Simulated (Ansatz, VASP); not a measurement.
**MoS2 in VASP and in Ansatz**

File INCAR:

```
SYSTEM = MoS2
ALGO     = Normal         ! electronic algorithm
EDIFF    = 1E-8           ! SCF threshold, eV
ENCUT    = 520            ! plane-wave cutoff, eV
GGA      = PE             ! functional
ISIF     = 2              ! what is computed and relaxed
ISMEAR   = -1             ! smearing method
LASPH    = .TRUE.         ! aspherical terms in the spheres
LCHARG   = .FALSE.        ! write CHGCAR
LEFG     = .TRUE.       
LREAL    = .FALSE.        ! projectors in reciprocal space
LWAVE    = .FALSE.        ! write WAVECAR
NBANDS   = 35             ! bands
NELM     = 80             ! most SCF steps
PREC     = Accurate       ! precision mode
SIGMA    = 0.03           ! smearing width, eV
```

File KPOINTS:

```
k-points
0
G
  10 10 3
  0 0 0
```

File POSCAR:

```
MoS2
1.0
    3.2025984982      0.0000000000      0.0000000000
   -1.6012992491      2.7735316575      0.0000000000
    0.0000000000      0.0000000000     12.4567948700
Mo S
2 4
Direct
    0.3333333333      0.6666666667      0.2500000000
    0.6666666667      0.3333333333      0.7500000000
    0.3333333333      0.6666666667      0.6275000000
    0.6666666667      0.3333333333      0.1275000000
    0.3333333333      0.6666666667      0.8725000000
    0.6666666667      0.3333333333      0.3725000000
```

Input for Ansatz:

```yaml
crystal:
  lattice:
    - [3.2025984982, 0.0, 0.0]
    - [-1.6012992491, 2.7735316575, 0.0]
    - [0.0, 0.0, 12.45679487]
  atoms:
    - { symbol: Mo, position: [0.3333333333, 0.6666666667, 0.25] }
    - { symbol: Mo, position: [0.6666666667, 0.3333333333, 0.75] }
    - { symbol: S, position: [0.3333333333, 0.6666666667, 0.6275] }
    - { symbol: S, position: [0.6666666667, 0.3333333333, 0.1275] }
    - { symbol: S, position: [0.3333333333, 0.6666666667, 0.8725] }
    - { symbol: S, position: [0.6666666667, 0.3333333333, 0.3725] }
kpoints:
  mp_grid: { grid: [10, 10, 3] }
scf:
  occupations: { method: fermi_dirac, width: 0.03 }
hamiltonian:
  xc: pbe
  pseudopotentials: { kind: all_electron, datasets: crystal }
output:
  forces: true
  stress: true
  eigenvalues: true
  efg: { contact_densities: true }
```

Change from the starting cell: volume scaled by 1.04, crystal datasets.

Alike in both runs: task electric field gradients; functional PBE; k mesh 10 × 10 × 3; occupations fermi-dirac, width 0.03 eV; no spin polarisation.

|  | VASP | Ansatz |
| --- | --- | --- |
| version | VASP 6.6.1 | Ansatz 0.2.0 |
| potentials or method | VASP PAW PBE potentials, release 64 (Mo_sv, S), cutoff 520 eV | all-electron PAW with datasets made for the crystal, scalar-relativistic |

```csv
,VASP,Ansatz,Ansatz less VASP
pressure (GPa),2.4,2.6,+0.15
"traceless stress, the component that is largest in VASP (GPa)",3.82,3.86,+0.036
rms of the force components (eV/Å),0.237,0.244,+0.0072
size of Vzz on the site where it differs most (V/Å²),88.9,86.7,-2.13
```

Atom by atom the forces differ by 0.007 eV/Å (rms over components). Ansatz ran all-electron here, and VASP with PAW potentials.
